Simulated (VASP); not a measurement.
# Li (Im-3m) in VASP: further runs, part 2 of 2

VASP 6.6.1. Earlier steps stand in the parts before.

### Step 3. Relaxation of cell and atoms, PBEsol, target pressure 10 GPa, at which the enthalpy is minimised

Input file INCAR:

```
SYSTEM = Li
  ALGO = Normal
  EDIFF = 1E-6
  EDIFFG = -0.01
  ENCUT = 600
  GGA = PS
  IBRION = 2
  ISIF = 3
  ISMEAR = -1
  LASPH = .TRUE.
  LCHARG = .FALSE.
  LREAL = .FALSE.
  LWAVE = .FALSE.
  NELM = 60
  NSW = 60
  PREC = Accurate
  PSTRESS = 100.0
  SIGMA = 0.05
```

Input file KPOINTS:

```
k-points
0
G
  11 11 11
  0 0 0
```

Input file POSCAR:

```
Li
1.0
   -1.7546500000      1.7546500000      1.7546500000
    1.7546500000     -1.7546500000      1.7546500000
    1.7546500000      1.7546500000     -1.7546500000
Li
1
Direct
    0.0000000000      0.0000000000      0.0000000000
```

Potentials or basis: VASP PAW PBE potentials, release 64 (Li_sv).

Run with:

```sh
$ cat potpaw_PBE.64/Li_sv/POTCAR > POTCAR
$ mpirun -np 1 vasp_std > vasp.out
```

Wall time 18 s (1 thread of AMD EPYC 7R13 (Zen 3), shared host); peak memory 0.1 GiB.

It converged, with:

```
Free energy                                            : -1.8284 eV
Relaxed volume                                         : 13.77 Å³/atom
Relaxed cell                                           : a = 2.615 Å, b = 2.615 Å, c = 2.615 Å, α = 109.47°, β = 109.47°, γ = 109.47°
Space group after relaxing (to 0.05 Å)                 : Im-3m (No. 229)
Energy change on relaxing (the enthalpy is what falls) : +139.6 meV/atom
Ionic steps                                            : 5
Pressure after relaxing                                : 9.9 GPa
```

The path:
```csv
step,energy change (eV),largest force (eV/Å),pressure (GPa),volume (Å³)
1,0.0000,0.0000,-0.92,21.61
2,0.0137,0.0000,2.52,17.32
3,0.0889,0.0000,7.25,14.72
4,0.1483,0.0000,10.38,13.63
5,0.1396,0.0000,9.92,13.77
```

Final structure:
```
Li
1.0
    -1.50980    1.50980    1.50980
     1.50980   -1.50980    1.50980
     1.50980    1.50980   -1.50980
Li
1
Direct
  0.00000 0.00000 0.00000
```

Levels at points of the mesh, in eV from the Fermi level:
| k point | band 1 | band 2 | band 3 | band 4 | band 5 |
| --- | --- | --- | --- | --- | --- |
| (0.00, 0.00, 0.00) | -45.35 | -4.01 | 19.12 | 19.12 | 19.12 |

Caveat: the cutoff is under 1.25 times the usual one of these potentials, so pressure, stress and relaxed cells hold a basis-set (Pulay) error; the cell is relaxed towards a set pressure, so the enthalpy falls and the energy may rise; the volume moved by over 15 % at a fixed basis, so the end points are rough; the PAW data sets were made with another functional, which shifts forces and pressure a little.

### Step 4. Relaxation of cell and atoms, PBEsol, target pressure 20 GPa, at which the enthalpy is minimised

Input file INCAR:

```
SYSTEM = Li
ALGO     = Normal         ! electronic algorithm
EDIFF    = 1E-6           ! SCF threshold, eV
EDIFFG   = -0.01          ! ionic threshold
ENCUT    = 600            ! plane-wave cutoff, eV
GGA      = PS             ! functional
IBRION   = 2              ! ionic algorithm
ISIF     = 3              ! what is computed and relaxed
ISMEAR   = -1             ! smearing method
LASPH    = .TRUE.         ! aspherical terms in the spheres
LCHARG   = .FALSE.        ! write CHGCAR
LREAL    = .FALSE.        ! projectors in reciprocal space
LWAVE    = .FALSE.        ! write WAVECAR
NELM     = 100            ! most SCF steps
NSW      = 60             ! ionic steps
PREC     = Accurate       ! precision mode
PSTRESS  = 200.0        
SIGMA    = 0.05           ! smearing width, eV
```

KPOINTS is that of step 3.

POSCAR is that of step 3.

Run with:

```sh
$ cat potpaw_PBE.64/Li_sv/POTCAR > POTCAR
$ mpirun -np 1 vasp_std > vasp.out
```

Run time: 44 s. Hardware: 1 thread of AMD EPYC 7R13 (Zen 3), shared host; peak memory 0.1 GiB.

It converged, with:

```yaml
Free_energy: -1.6234 eV
Relaxed_volume: 11.49 Å³/atom
Relaxed_cell: a = 2.462 Å, b = 2.462 Å, c = 2.462 Å, α = 109.47°, β = 109.47°, γ = 109.47°
Space_group_after_relaxing_to_0.05_Å: Im-3m (No. 229)
Energy_change_on_relaxing_the_enthalpy_is_what_falls: +344.7 meV/atom
Ionic_steps: 19
Pressure_after_relaxing: 20.0 GPa
```

The path:
| step | energy change (eV) | largest force (eV/Å) | pressure (GPa) | volume (Å³) |
| --- | --- | --- | --- | --- |
| 1 | 0.0000 | 0.0000 | -0.92 | 21.61 |
| 2 | 0.1297 | 0.0000 | 9.42 | 13.93 |
| 3 | 0.2769 | 0.0000 | 16.74 | 12.08 |
| 4 | 0.3494 | 0.0000 | 20.23 | 11.45 |
| 5 | 0.3293 | 0.0000 | 19.25 | 11.61 |
| 6 | 0.3296 | 0.0000 | 19.25 | 11.61 |
| 7 | 0.3303 | 0.0000 | 19.26 | 11.61 |
| 8 | 0.3303 | 0.0000 | 19.30 | 11.61 |
| 9 | 0.3303 | 0.0000 | 19.30 | 11.61 |
| 10 | 0.3303 | 0.0000 | 19.30 | 11.61 |
| 11 | 0.3304 | 0.0000 | 19.30 | 11.61 |
| 12 | 0.3306 | 0.0000 | 19.31 | 11.60 |
| 13 | 0.3309 | 0.0000 | 19.31 | 11.60 |
| 14 | 0.3316 | 0.0000 | 19.33 | 11.60 |
| 15 | 0.3330 | 0.0000 | 19.44 | 11.58 |
| 16 | 0.3358 | 0.0000 | 19.57 | 11.56 |
| 17 | 0.3415 | 0.0000 | 19.85 | 11.51 |
| 18 | 0.3530 | 0.0000 | 20.40 | 11.42 |
| 19 | 0.3447 | 0.0000 | 19.98 | 11.49 |

Final structure:
```
Li
1.0
    -1.42150    1.42150    1.42150
     1.42150   -1.42150    1.42150
     1.42150    1.42150   -1.42150
Li
1
Direct
  0.00000 0.00000 0.00000
```

Levels at points of the mesh, in eV from the Fermi level:
| k point | band 1 | band 2 | band 3 | band 4 | band 5 |
| --- | --- | --- | --- | --- | --- |
| (0.00, 0.00, 0.00) | -45.18 | -4.12 | 21.57 | 21.57 | 21.57 |

Caveat: the cutoff is under 1.25 times the usual one of these potentials, so pressure, stress and relaxed cells hold a basis-set (Pulay) error; the cell is relaxed towards a set pressure, so the enthalpy falls and the energy may rise; the volume moved by over 15 % at a fixed basis, so the end points are rough; the PAW data sets were made with another functional, which shifts forces and pressure a little.

### Step 5. Relaxation of cell and atoms, PBEsol, target pressure 30 GPa, at which the enthalpy is minimised

Input file INCAR:

```
SYSTEM = Li
PREC = Accurate
ENCUT = 600
EDIFF = 1E-6
ISMEAR = -1
SIGMA = 0.05
LREAL = .False.
LASPH = .True.
NELM = 80
ALGO = Fast
ISIF = 3
LWAVE = .False.
LCHARG = .False.
GGA = PS
IBRION = 2
NSW = 60
EDIFFG = -0.01
PSTRESS = 300.0
```

Input file KPOINTS:

```
regular mesh
0
Gamma
  11 11 11
  0 0 0
```

POSCAR is that of step 4.

Run with:

```sh
$ cat potpaw_PBE.64/Li_sv/POTCAR > POTCAR
$ mpirun -np 1 vasp_std > vasp.out
```

It used 24 s of CPU time on 1 thread of AMD EPYC 7R13 Processor (Zen 3), on a shared host.

Results (log left out):

- Free energy: -1.4168 eV
- Relaxed volume: 10.15 Å³/atom
- Relaxed cell: a = 2.362 Å, b = 2.362 Å, c = 2.362 Å, α = 109.47°, β = 109.47°, γ = 109.47°
- Space group after relaxing (to 0.05 Å): Im-3m (No. 229)
- Energy change on relaxing (the enthalpy is what falls): +551.3 meV/atom
- Ionic steps: 4
- Pressure after relaxing: 30.0 GPa

The path:
```csv
step,energy change (eV),largest force (eV/Å),pressure (GPa),volume (Å³)
1,0.0000,0.0000,-0.90,21.61
2,0.4075,0.0000,23.03,11.02
3,0.5198,0.0000,28.50,10.32
4,0.5513,0.0000,30.02,10.15
```

Final structure:
```
CELL_PARAMETERS angstrom
-1.36385 1.36385 1.36385
1.36385 -1.36385 1.36385
1.36385 1.36385 -1.36385
ATOMIC_POSITIONS crystal
Li 0.00000 0.00000 0.00000
```

Levels at points of the mesh, in eV from the Fermi level:
```
           k point  band 1  band 2  band 3  band 4  band 5
(0.00, 0.00, 0.00)  -45.12   -4.13   23.38   23.38   23.38
```

Caveat: the cutoff is under 1.25 times the usual one of these potentials, so pressure, stress and relaxed cells hold a basis-set (Pulay) error; the cell is relaxed towards a set pressure, so the enthalpy falls and the energy may rise; the volume moved by over 15 % at a fixed basis, so the end points are rough; the PAW data sets were made with another functional, which shifts forces and pressure a little.

### Step 6. Single point, HSE06

This run uses another cell than the first one, of 20.98 Å³/atom, 0.971 times its volume.

Input file POSCAR:

```
Li
1.0
   -1.7375407974      1.7375407974      1.7375407974
    1.7375407974     -1.7375407974      1.7375407974
    1.7375407974      1.7375407974     -1.7375407974
Li
1
Direct
    0.0000000000      0.0000000000      0.0000000000
```

Input file INCAR.step1:

```
PREC = Accurate ; ENCUT = 520
EDIFF = 1E-5 ; ISMEAR = -1
SIGMA = 0.05 ; LREAL = F
LASPH = T ; NELM = 100
ALGO = Normal ; ISIF = 2
LWAVE = T ; LCHARG = F
NBANDS = 8 ; GGA = PE
```

Input file INCAR.step2:

```
PREC = Accurate ; ENCUT = 520
EDIFF = 1E-6 ; ISMEAR = -1
SIGMA = 0.05 ; LREAL = F
LASPH = T ; NELM = 100
ALGO = Normal ; ISIF = 2
LWAVE = F ; LCHARG = F
GGA = PE ; LHFCALC = T
HFSCREEN = 0.2079 ; PRECFOCK = Normal
NBANDS = 8 ; ISTART = 1
```

Input file KPOINTS:

```
Automatic mesh
0
Gamma
  6 6 6
```

Potentials or basis: VASP PAW PBE potentials, release 64 (Li_sv).

Run with:

```sh
$ cat potpaw_PBE.64/Li_sv/POTCAR > POTCAR
$ cp INCAR.step1 INCAR
$ mpirun -np 1 vasp_std > vasp.out
$ cp INCAR.step2 INCAR
$ mpirun -np 1 vasp_std > vasp.out
```

Run time: 2.2 min. Hardware: 1 thread of AMD EPYC 7R43 (Zen 3), shared host; peak memory 0.19 GiB.

Results (log left out):

```
Free energy : -1.9368 eV
```

Levels at points of the mesh, in eV from the Fermi level:
| k point | band 1 | band 2 | band 3 | band 4 | band 5 | band 6 |
| --- | --- | --- | --- | --- | --- | --- |
| (0.00, 0.00, 0.00) | -50.31 | -4.34 | 15.05 | 15.05 | 15.05 | 19.63 |
| (0.50, 0.00, 0.00) | -50.29 | 0.32 | 3.38 | 10.82 | 12.26 | 13.96 |
| (0.50, 0.50, 0.50) | -50.28 | 5.94 | 5.94 | 5.94 | 8.10 | 8.10 |

Caveat: the k points lie up to 0.43 Å⁻¹ apart; the cutoff is under 1.25 times the usual one of these potentials, so pressure, stress and relaxed cells hold a basis-set (Pulay) error; the PAW data sets were made with another functional, which shifts forces and pressure a little.

### Step 7. Summary

| task | level | cell | k mesh | cutoff (eV) | grid for exact exchange (PRECFOCK) | screening parameter | gap on the mesh (eV) | pressure (GPa) |
| --- | --- | --- | --- | --- | --- | --- | --- | --- |
| relaxation of cell and atoms | PBEsol | relaxed to 5 GPa from a = 3.039 Å, angles 109.5°, 1 atom | 11 × 11 × 11 | 600 | - | - | none | 5.0 |
| relaxation of cell and atoms | PBEsol | relaxed to 10 GPa from a = 3.039 Å, angles 109.5°, 1 atom | 11 × 11 × 11 | 600 | - | - | none | 9.9 |
| relaxation of cell and atoms | PBEsol | relaxed to 20 GPa from a = 3.039 Å, angles 109.5°, 1 atom | 11 × 11 × 11 | 600 | - | - | none | 20.0 |
| relaxation of cell and atoms | PBEsol | relaxed to 30 GPa from a = 3.039 Å, angles 109.5°, 1 atom | 11 × 11 × 11 | 600 | - | - | none | 30.0 |
| single point | HSE06 | a = 3.010 Å, angles 109.5°, 1 atom | 6 × 6 × 6 | 520 | Normal | 0.2079 1/Å | none | - |

Alike in all rows: potentials or basis VASP PAW PBE potentials, release 64 (Li_sv); no spin polarisation; smearing fermi-dirac 0.05 eV.

Caveats: some runs use coarse meshes; the cutoff is under 1.25 times the usual one of these potentials, so pressure, stress and relaxed cells hold a basis-set (Pulay) error; the PAW data sets were made with another functional, which shifts forces and pressure a little; the cell is relaxed towards a set pressure, so the enthalpy falls and the energy may rise (some runs); the volume moved by over 15 % at a fixed basis, so the end points are rough (some runs).

Total energies depend on the potentials used, so only differences within one code and one set of settings carry meaning.
